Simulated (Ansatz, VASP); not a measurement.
# Cd2BiO2: VASP beside Ansatz

```
Cd Bi O
1.0
     4.85256    0.00000    0.00000
     0.00000    4.85256    0.00000
     0.00000    0.00000    4.47217
Cd Bi O
2 1 2
Direct
  0.50000 0.00000 0.35986
  0.00000 0.50000 0.35986
  0.50000 0.50000 0.47346
  0.50000 0.00000 0.91548
  0.00000 0.50000 0.91548
```

Alike in both runs: task relaxation of cell and atoms; functional PBE; k mesh 4 × 4 × 4; occupations gaussian, width 0.1 eV; no spin polarisation.

```csv
,VASP,Ansatz
version,VASP 6.6.1,Ansatz 0.2.0
potentials or method,"VASP PAW PBE potentials, release 64 (Cd, Bi_d, O), cutoff 600 eV","scalar-relativistic, plane waves, PAW"
valence electrons in the cell,51,67
```

|  | VASP | Ansatz | Ansatz less VASP |
| --- | --- | --- | --- |
| gap on the k mesh at the Fermi level, each at its own relaxed structure (eV) | none | none | - |
| relaxed volume (Å³/atom) | 21.75 | 21.76 | +0.008 |
| relaxed length of the cell vector where the two differ most in proportion (Å) | 4.469 | 4.446 | -0.0231 |

A gap of «none» marks a metal or a gap that the smearing closes. VASP's potentials hold 51 valence electrons a cell and Ansatz's 67, so a difference there can come from the potentials and not from the codes.

Neither program's run includes spin-orbit coupling.
